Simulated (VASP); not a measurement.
SrCd3:

```
Sr Cd
1.0
     0.00000    3.71876    3.71876
     3.71876    0.00000    3.71876
     3.71876    3.71876    0.00000
Sr Cd
1 3
Direct
  0.00000 0.00000 0.00000
  0.25000 0.25000 0.25000
  0.75000 0.75000 0.75000
  0.50000 0.50000 0.50000
```

```yaml
Program: VASP 6.6.1
Task: relaxation of cell and atoms
Functional: LDA
Potentials_or_basis: VASP PAW LDA potentials, release 64 (Sr_sv, Cd)
Cutoff: 600 eV
k_mesh: 4 × 4 × 4
Occupations: fermi-dirac, width 0.05 eV
Spin: no spin polarisation
```

At the start: pressure -3.5 GPa; volume 25.71 Å³/atom.

Task: Where does the relaxation end?

Result: Over 3 steps the energy falls by 28.9 meV/atom and the volume is 23.31 Å³/atom (-9.3 %); space group Fm-3m (No. 225, to 0.05 Å).

The path:
```tsv
step	energy change (eV)	largest force (eV/Å)	pressure (GPa)	volume (Å³)
1	0.0000	0.0000	-3.46	102.85
2	-0.1117	0.0000	-0.74	94.80
3	-0.1154	0.0000	-0.02	93.26
```

Final structure:
```
Sr Cd
1.0
     0.00000    3.59927    3.59927
     3.59927    0.00000    3.59927
     3.59927    3.59927    0.00000
Sr Cd
1 3
Direct
  0.00000 0.00000 0.00000
  0.25000 0.25000 0.25000
  0.75000 0.75000 0.75000
  0.50000 0.50000 0.50000
```

Caveat: the k points lie up to 0.38 Å⁻¹ apart in the final cell.
